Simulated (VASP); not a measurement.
Runs of VASP 6.6.1 on Ba. The structure is that of space group Im-3m (No. 229), or close to it. The cells are those of the table. 

```csv
cell,gap on the mesh (eV),pressure (GPa)
"a = 4.460 Å, angles 109.5°, 1 atom",none,-0.6
"a = 4.352 Å, angles 109.9, 109.9, 108.7°, 1 atom",none,(b)
"a = 4.395 Å, angles 109.5°, 1 atom",none,-0.2
"a = 4.200 Å, angles 109.5°, 1 atom",none,(a)
"a = 4.374 Å, angles 110.3, 110.3, 107.9°, 1 atom",none,-0.1
"a = 4.309 Å, angles 109.1, 109.1, 110.3°, 1 atom",none,0.3
"a = 4.309 Å, angles 110.3, 110.3, 107.8°, 1 atom",none,0.3
```

Alike in all rows: task single point; level PBE; potentials or basis VASP PAW PBE potentials, release 64 (Ba_sv); no spin polarisation; k mesh 14 × 14 × 14; cutoff (eV) 520; smearing gaussian 0.15 eV.

Q: Estimate the missing entries.

A: (a) 1.1; (b) 0.0.

Caveats: spin-orbit coupling is left out, which moves the levels of the heavy elements.

A k mesh can miss the band edges, and the runs leave out spin-orbit coupling on Ba.

A gap of «none» marks levels without a gap at the run's occupations.
